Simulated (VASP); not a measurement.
# FeCo3 (Pm-3m) in VASP: a series of runs

Aim: see how the results for FeCo3 move with the level of theory and the settings. Levels: PBEsol, r2SCAN. Tasks: single point.

Program: VASP 6.6.1. These are calculated values, not measurements. Logs are shortened: lines on timing, memory, paths and dates and some standing lists are left out, and cuts for length are marked.

**1. The cell of the first run**

It takes space group Pm-3m (No. 221, cubic). Conventional cell: a = 3.650 Å, b = 3.650 Å, c = 3.650 Å, α = 90.00°, β = 90.00°, γ = 90.00°. Fe (site symmetry m-3m) has 12 Co at 2.58 Å within 3.4 Å. Co (site symmetry 4/mmm) has 4 Fe at 2.58 Å and 8 Co at 2.58 Å within 3.4 Å.

**2. Single point, PBEsol**

Input file INCAR:

```
ALGO     = Normal         # electronic algorithm
EDIFF    = 1E-7           # SCF threshold, eV
ENCUT    = 520            # plane-wave cutoff, eV
GGA      = PS             # functional
ISIF     = 2              # what is computed and relaxed
ISMEAR   = 0              # smearing method
LASPH    = True           # aspherical terms in the spheres
LCHARG   = True           # write CHGCAR
LELF     = True           # ELF
LREAL    = False          # projectors in reciprocal space
LVHAR    = True         
LWAVE    = False          # write WAVECAR
NBANDS   = 26             # bands
NELM     = 60             # most SCF steps
PREC     = Accurate       # precision mode
SIGMA    = 0.1            # smearing width, eV
```

Input file KPOINTS:

```
k-points
0
Gamma
  12 12 12
```

Input file POSCAR:

```
FeCo3
1.0
    3.6498355088      0.0000000000      0.0000000000
    0.0000000000      3.6498355088      0.0000000000
    0.0000000000      0.0000000000      3.6498355088
Fe Co
1 3
Direct
    0.0000000000      0.0000000000      0.0000000000
    0.5000000000      0.5000000000      0.0000000000
    0.5000000000      0.0000000000      0.5000000000
    0.0000000000      0.5000000000      0.5000000000
```

Potentials or basis: VASP PAW PBE potentials, release 64 (Fe, Co).

Started as:

```sh
> cat potpaw_PBE.64/Fe/POTCAR potpaw_PBE.64/Co/POTCAR > POTCAR
> mpirun -np 1 vasp_std > vasp.out
```

OUTCAR:

```text
EDIFF = 1E-7
   ENCUT = 520
   GGA = PS
   ISIF = 2
   ISMEAR = 0
   LASPH = True
   LREAL = False
   NELM = 60
   PREC = Accurate

 ion  position               nearest neighbor table
   1  0.000  0.000  0.000-   2 2.58   3 2.58   4 2.58   3 2.58   4 2.58   2 2.58   4 2.58   4 2.58
                             2 2.58   3 2.58   3 2.58   2 2.58
   2  0.500  0.500  0.000-   1 2.58   3 2.58   4 2.58   3 2.58   4 2.58   1 2.58   3 2.58   3 2.58
                             1 2.58   4 2.58   4 2.58   1 2.58
   3  0.500  0.000  0.500-   1 2.58   2 2.58   4 2.58   1 2.58   2 2.58   2 2.58   4 2.58   2 2.58
                             1 2.58   4 2.58   1 2.58   4 2.58
   4  0.000  0.500  0.500-   1 2.58   2 2.58   3 2.58   1 2.58   2 2.58   1 2.58   3 2.58   1 2.58
                             2 2.58   3 2.58   2 2.58   3 2.58

  LATTYP: Found a simple cubic cell.
 ALAT       =     3.6498355088

  Lattice vectors:

 A1 = (   3.6498355088,   0.0000000000,   0.0000000000)
 A2 = (   0.0000000000,   3.6498355088,   0.0000000000)
 A3 = (   0.0000000000,   0.0000000000,   3.6498355088)

Analysis of symmetry for initial positions (statically):
=====================================================================
 Subroutine PRICEL returns:
 Original cell was already a primitive cell.

 Routine SETGRP: Setting up the symmetry group for a
 simple cubic supercell.

 Subroutine GETGRP returns: Found 48 space group operations
 (whereof 48 operations were pure point group operations)
 out of a pool of 48 trial point group operations.

The static configuration has the point symmetry O_h .

Analysis of symmetry for dynamics (positions and initial velocities):
=====================================================================
 Subroutine PRICEL returns:
 Original cell was already a primitive cell.

 Routine SETGRP: Setting up the symmetry group for a
 simple cubic supercell.

 Subroutine GETGRP returns: Found 48 space group operations
 (whereof 48 operations were pure point group operations)
 out of a pool of 48 trial point group operations.

The dynamic configuration has the point symmetry O_h .

 Subroutine INISYM returns: Found 48 space group operations
 (whereof 48 operations are pure point group operations),
 and found     1 'primitive' translations

----------------------------------------------------------------------------------------
[... 96 lines left out ...]
   NELM   =     60;   NELMIN=  2; NELMDL= -5     # of ELM steps
   EDIFF  = 0.1E-06   stopping-criterion for ELM
   LREAL  =      F    real-space projection
   EDIFFG = 0.1E-05   stopping-criterion for IOM
   NSW    =      0    number of steps for IOM
   IBRION =     -1    ionic relax: 0-MD 1-quasi-New 2-CG
   NFREE  =      0    steps in history (QN), initial steepest desc. (CG)
   ISIF   =      2    stress and relaxation
   ISYM   =      2    0-nonsym 1-usesym 2-fastsym
   POTIM  = 0.5000    time-step for ionic-motion
   TEBEG  =    0.0;   TEEND  =   0.0 temperature during run
   PSTRESS=    0.0 pullay stress
   NELECT =      35.0000    total number of electrons
   NUPDOWN=      -1.0000    fix difference up-down
   EMIN   =  10.00;   EMAX   =-10.00  energy-range for DOS
   EFERMI =   0.00;   METHOD = LEGACY
   ISMEAR =     0;   SIGMA  =   0.10  broadening in eV -4-tet -1-fermi 0-gaus
   EFERMI_NEDOS =   21; number of points for ismear=-14 and -15
   IALGO  =     38    algorithm
   IMIX   =      4    mixing-type and parameters
     AMIX     =   0.40;   BMIX     =  1.00
     AMIX_MAG =   1.60;   BMIX_MAG =  1.00
  volume/ion in A,a.u.               =      12.16        82.03
  Fermi-wavevector in a.u.,A,eV,Ry     =   1.467205  2.772616 29.289144  2.152691
  Thomas-Fermi vector in A             =   2.582851
   LORBIT       =      0    0 simple, 1 ext, 2 COOP (PROOUT), +10 PAW based schemes
   GGA     = PS    functional components
   LHFCALC =     F    Hartree Fock is set to
   AEXX    =    0.0000 exact exchange contribution
   IVDW    =     0    specifies the selected vdW correction
   LEPSILON=     F    determine dielectric tensor
   LRPA    =     F    only Hartree local field effects (RPA)
 non-spin polarized calculation
 Gauss-broadening in eV      SIGMA  =   0.10
  energy-cutoff  :      520.00
  volume of cell :       48.62
 maximum number of plane-waves:      1357
 NGX is ok and might be reduce to    28
   NGX = 13   NGY = 13   NGZ = 13

 number of electron      34.9999993 magnetization

 Free energy of the ion-electron system (eV)
  ---------------------------------------------------
  ext. energy  EPLUGINS =         0.00000000
  ---------------------------------------------------
  free energy    TOTEN  =       -30.28492016 eV

  energy without entropy =      -30.23170096  energy(sigma->0) =      -30.25831056

 E-fermi :   7.4891     XC(G=0): -12.9401

 val. band max:        7.4878007397   @ k =   0.4167   0.3333   0.0833
 cond. band min:       7.4930431589   @ k =   0.5000   0.4167   0.1667
 fundamental gap:      0.0052424191
 Fermi energy:         7.4891416577

 k-point     1 :       0.0000    0.0000    0.0000
  band No.  band energies     occupation
      1      -0.5751      2.00000
      2       3.5978      2.00000
      3       3.5978      2.00000
      4       3.6637      2.00000
      5       4.1760      2.00000
      6       4.1760      2.00000
[... 685 lines left out ...]
     25      15.9865      0.00000
     26      18.1317      0.00000

 [... further k-points ...]

------------------------ aborting loop because EDIFF is reached ----------------------------------------

  FORCE on cell =-STRESS in cart. coord.  units (eV):
  Direction    XX          YY          ZZ          XY          YZ          ZX
  --------------------------------------------------------------------------------------
  -------------------------------------------------------------------------------------
  Total      -11.4552895    -11.4552895    -11.4552895     -0.0000000     -0.0000000      0.0000000
  in kB     -377.4824579   -377.4824579   -377.4824579     -0.0000000     -0.0000000      0.0000000
  external PRESSURE =    -377.4824579 kB  Pullay stress =       0.0000000 kB

 VOLUME and BASIS-vectors are now :
 -----------------------------------------------------------------------------
  energy-cutoff  :      520.00
  volume of cell :       48.62
      direct lattice vectors                 reciprocal lattice vectors
     3.649835509  0.000000000  0.000000000     0.273984950  0.000000000  0.000000000
     0.000000000  3.649835509  0.000000000     0.000000000  0.273984950  0.000000000
     0.000000000  0.000000000  3.649835509     0.000000000  0.000000000  0.273984950

 POSITION                                       TOTAL-FORCE (eV/Angst)
 -----------------------------------------------------------------------------------
      0.00000      0.00000      0.00000         0.000000      0.000000      0.000000
      1.82492      1.82492      0.00000         0.000000      0.000000      0.000000
      1.82492      0.00000      1.82492         0.000000      0.000000      0.000000
      0.00000      1.82492      1.82492         0.000000      0.000000      0.000000
 -----------------------------------------------------------------------------------
    total drift:                                0.000000      0.000000      0.000000

  FREE ENERGIE OF THE ION-ELECTRON SYSTEM (eV)
  ---------------------------------------------------
  free  energy   TOTEN  =       -30.2849201616 eV

  energy  without entropy=      -30.2317009600  energy(sigma->0) =      -30.25831056
```

OSZICAR:

```text
N       E                     dE             d eps       ncg     rms          rms(c)
DAV:   1     0.225938521246E+03    0.22594E+03   -0.15282E+04  4432   0.173E+03
DAV:   2    -0.236843713613E+02   -0.24962E+03   -0.23725E+03  4396   0.334E+02
DAV:   3    -0.366443883138E+02   -0.12960E+02   -0.11787E+02  4554   0.104E+02
DAV:   4    -0.368866614432E+02   -0.24227E+00   -0.23909E+00  4716   0.144E+01
DAV:   5    -0.368941053806E+02   -0.74439E-02   -0.74429E-02  6272   0.202E+00    0.208E+01
DAV:   6    -0.319879112382E+02    0.49062E+01   -0.57210E+01  4468   0.105E+02    0.113E+01
DAV:   7    -0.333836230264E+02   -0.13957E+01   -0.13596E+01  5044   0.619E+01    0.285E+01
DAV:   8    -0.303803099639E+02    0.30033E+01   -0.11390E+01  4750   0.347E+01    0.266E+00
DAV:   9    -0.303073956251E+02    0.72914E-01   -0.20122E-01  4662   0.535E+00    0.110E+00
DAV:  10    -0.302885504199E+02    0.18845E-01   -0.17223E-02  5366   0.138E+00    0.536E-01
DAV:  11    -0.302849748669E+02    0.35756E-02   -0.24818E-03  5874   0.521E-01    0.170E-01
DAV:  12    -0.302849128418E+02    0.62025E-04   -0.33640E-04  4500   0.199E-01    0.726E-02
DAV:  13    -0.302849205347E+02   -0.76929E-05   -0.13776E-05  6820   0.429E-02    0.176E-02
DAV:  14    -0.302849199188E+02    0.61596E-06   -0.21205E-06  4616   0.228E-02    0.874E-03
DAV:  15    -0.302849199895E+02   -0.70743E-07   -0.16968E-06  4470   0.170E-02    0.241E-03
DAV:  16    -0.302849201216E+02   -0.13210E-06   -0.66062E-08  2418   0.278E-03    0.809E-04
DAV:  17    -0.302849201616E+02   -0.39935E-07   -0.13508E-08  2364   0.101E-03
   1 F= -.30284920E+02 E0= -.30258311E+02  d E =-.532192E-01
```

Run time: 46 s. Hardware: 1 thread of Intel Xeon 6975P-C (Granite Rapids), shared host; peak memory 0.22 GiB.

Results:

```yaml
Free_energy: -30.2849 eV
Pressure: -37.7 GPa
Band_gap_on_the_k_mesh: zero (an odd number of electrons rules out a gap without spin polarisation)
```

Levels at points of the mesh, in eV from the Fermi level:
| k point | band 16 | band 17 | band 18 | band 19 | band 20 | band 21 |
| --- | --- | --- | --- | --- | --- | --- |
| (0.00, 0.00, 0.00) | 0.39 | 0.44 | 0.44 | 0.69 | 0.69 | 0.69 |
| (0.50, 0.00, 0.00) | -0.52 | -0.52 | -0.30 | -0.14 | 0.09 | 0.39 |
| (0.50, 0.50, 0.00) | -0.56 | -0.54 | -0.53 | -0.29 | -0.29 | 1.60 |
| (0.50, 0.50, 0.50) | 0.08 | 0.21 | 0.21 | 0.21 | 0.45 | 0.45 |

Caveat: the cell stands under tension; the PAW data sets were made with another functional, which shifts forces and pressure a little; the run has no spin polarisation, though such a crystal can be magnetic. Spin polarisation is off, so any magnetic state and its effect on volume and gap are missing.

**3. Single point, PBEsol**

This run uses another cell than the first one, of 13.04 Å³/atom.

Input file INCAR:

```
PREC = Accurate ; ENCUT = 520
EDIFF = 1E-7 ; ISMEAR = 0
SIGMA = 0.1 ; LREAL = False
LASPH = True ; NELM = 100
ALGO = Fast ; ISIF = 2
LWAVE = False ; LCHARG = False
GGA = PS ; NBANDS = 26
```

Input file KPOINTS:

```
regular mesh
0
Gamma
  12 12 12
```

Input file POSCAR:

```
FeCo3
1.0
    3.7362540555      0.0000000000      0.0000000000
    0.0000000000      3.7362540555      0.0000000000
    0.0000000000      0.0000000000      3.7362540555
Fe Co
1 3
Direct
    0.0000000000      0.0000000000      0.0000000000
    0.5000000000      0.5000000000      0.0000000000
    0.5000000000      0.0000000000      0.5000000000
    0.0000000000      0.5000000000      0.5000000000
```

Potentials or basis: VASP PAW PBE potentials, release 64 (Fe, Co).

Started as:

```sh
> cat potpaw_PBE.64/Fe/POTCAR potpaw_PBE.64/Co/POTCAR > POTCAR
> mpirun -np 1 vasp_std > vasp.out
```

Run time: 51 s. Hardware: 1 thread of Intel Xeon 6975P-C (Granite Rapids), shared host; peak memory 0.22 GiB.

It converged, with:

| Property | Result |
| --- | --- |
| Free energy | -29.3945 eV |
| Pressure | -42.5 GPa |
| Band gap on the k mesh | zero (an odd number of electrons rules out a gap without spin polarisation) |

Levels at points of the mesh, in eV from the Fermi level:
```
           k point  band 15  band 16  band 17  band 18  band 19  band 20  band 21  band 22
(0.00, 0.00, 0.00)     0.35     0.35     0.40     0.40     0.62     0.62     0.62     2.56
(0.50, 0.00, 0.00)    -0.52    -0.47    -0.47    -0.27    -0.13     0.08     0.35     0.62
(0.50, 0.50, 0.00)    -0.82    -0.50    -0.49    -0.47    -0.26    -0.26     1.46     1.46
(0.50, 0.50, 0.50)     0.16     0.16     0.19     0.19     0.19     0.40     0.40     0.40
```

Caveat: the cell stands under tension; the PAW data sets were made with another functional, which shifts forces and pressure a little; the run has no spin polarisation, though such a crystal can be magnetic. Spin polarisation is off, so any magnetic state and its effect on volume and gap are missing.

**4. Single point, PBEsol, collinear spin, zero start**

This run uses another cell than the first one, of 11.05 Å³/atom.

Input file INCAR:

```
SYSTEM = FeCo3
  ALGO = Normal
  EDIFF = 1E-6
  ENCUT = 520
  GGA = PS
  ISIF = 2
  ISMEAR = 0
  ISPIN = 2
  LASPH = .True.
  LCHARG = .False.
  LMAXMIX = 4
  LORBIT = 11
  LREAL = .False.
  LWAVE = .False.
  MAGMOM = 0 0 0 0
  NBANDS = 30
  NELM = 150
  NUPDOWN = 0.0
  PREC = Accurate
  SIGMA = 0.1
```

Input file KPOINTS:

```
k-points
0
Gamma
  12 12 12
  0 0 0
```

Input file POSCAR:

```
FeCo3
1.0
    3.5357026200      0.0000000000      0.0000000000
    0.0000000000      3.5357026200      0.0000000000
    0.0000000000      0.0000000000      3.5357026200
Fe Co
1 3
Direct
    0.0000000000      0.0000000000      0.0000000000
    0.5000000000      0.5000000000      0.0000000000
    0.5000000000      0.0000000000      0.5000000000
    0.0000000000      0.5000000000      0.5000000000
```

Started as:

```sh
> cat potpaw_PBE.64/Fe/POTCAR potpaw_PBE.64/Co/POTCAR > POTCAR
> mpirun -np 1 vasp_std > vasp.out
```

Wall time 95 s (1 thread of Intel Xeon 6975P-C (Granite Rapids), shared host); peak memory 0.28 GiB.

The run converged. Its results:

```
Free energy                                           : -31.1830 eV
Pressure                                              : -26.1 GPa
Net moment                                            : 0.00 μB per cell
Valence electrons inside the program's atomic spheres : Fe 7.24; Co 8.26
```

Caveat: the cell stands under tension; the PAW data sets were made with another functional, which shifts forces and pressure a little; the total moment is fixed, so each spin has its own Fermi level.

**5. Single point, r2SCAN, collinear spin, ferrimagnetic start**

This run uses another cell than the first one, of 11.05 Å³/atom.

POSCAR is that of step 4.

Input file INCAR.step1:

```
ALGO = Normal
EDIFF = 1E-4
ENCUT = 520
GGA = PE
ISMEAR = 0
ISPIN = 2
LASPH = True
LCHARG = False
LMAXMIX = 4
LREAL = False
LWAVE = True
MAGMOM = 4 -3 -3 -3
NBANDS = 30
NELM = 150
PREC = Accurate
SIGMA = 0.1
```

Input file INCAR.step2:

```
ALGO = Normal
EDIFF = 1E-7
ENCUT = 520
ISIF = 2
ISMEAR = 0
ISPIN = 2
ISTART = 1
LASPH = True
LCHARG = False
LMAXMIX = 4
LMIXTAU = True
LORBIT = 11
LREAL = False
LWAVE = False
MAGMOM = 4 -3 -3 -3
METAGGA = R2SCAN
NBANDS = 30
NELM = 150
PREC = Accurate
SIGMA = 0.1
```

Input file KPOINTS:

```
k-points
0
Gamma
  12 12 12
```

Started as:

```sh
> cat potpaw_PBE.64/Fe/POTCAR potpaw_PBE.64/Co/POTCAR > POTCAR
> cp INCAR.step1 INCAR
> mpirun -np 1 vasp_std > vasp.out
> cp INCAR.step2 INCAR
> mpirun -np 1 vasp_std > vasp.out
```

Run time: 13 min. Hardware: 1 thread of AMD EPYC 9R45 (Zen 5), shared host; peak memory 0.27 GiB.

The run converged. Its results:

```
Free energy                                           : -52.7353 eV
Pressure                                              : -4.4 GPa
Net moment                                            : -2.71 μB per cell
Site moments                                          : Fe +1.96; Co -1.62 μB
Valence electrons inside the program's atomic spheres : Fe 7.28; Co 8.29
```

Levels at points of the mesh, in eV from the Fermi level:
Spin up:
| k point | band 13 | band 14 | band 15 | band 16 | band 17 | band 18 | band 19 | band 20 |
| --- | --- | --- | --- | --- | --- | --- | --- | --- |
| (0.00, 0.00, 0.00) | 0.41 | 0.98 | 0.98 | 1.09 | 1.09 | 1.09 | 1.29 | 1.29 |
| (0.50, 0.00, 0.00) | -0.69 | -0.69 | -0.65 | -0.49 | -0.03 | 0.06 | 0.06 | 0.82 |
| (0.50, 0.50, 0.00) | -1.79 | -1.02 | -0.40 | -0.40 | -0.31 | -0.31 | -0.07 | 0.68 |
| (0.50, 0.50, 0.50) | -0.98 | -0.75 | -0.75 | -0.75 | 0.71 | 0.71 | 0.71 | 0.91 |
Spin down:
| k point | band 15 | band 16 | band 17 | band 18 | band 19 | band 20 | band 21 | band 22 | band 23 | band 24 |
| --- | --- | --- | --- | --- | --- | --- | --- | --- | --- | --- |
| (0.00, 0.00, 0.00) | -1.19 | -1.03 | 0.54 | 0.54 | 0.54 | 1.56 | 1.56 | 2.49 | 2.49 | 2.49 |
| (0.50, 0.00, 0.00) | -2.32 | -1.71 | -1.19 | -0.78 | -0.78 | 0.49 | 1.18 | 1.67 | 8.13 | 8.13 |
| (0.50, 0.50, 0.00) | -2.31 | -2.20 | -1.84 | -0.51 | -0.51 | 0.66 | 0.66 | 1.66 | 1.97 | 2.87 |
| (0.50, 0.50, 0.50) | -1.22 | -0.56 | -0.38 | -0.38 | -0.38 | -0.09 | -0.09 | -0.09 | 2.08 | 2.08 |

Caveat: the cell stands under tension; the PAW data sets were made with another functional, which shifts forces and pressure a little.

(Continued in part 2 of 2.)
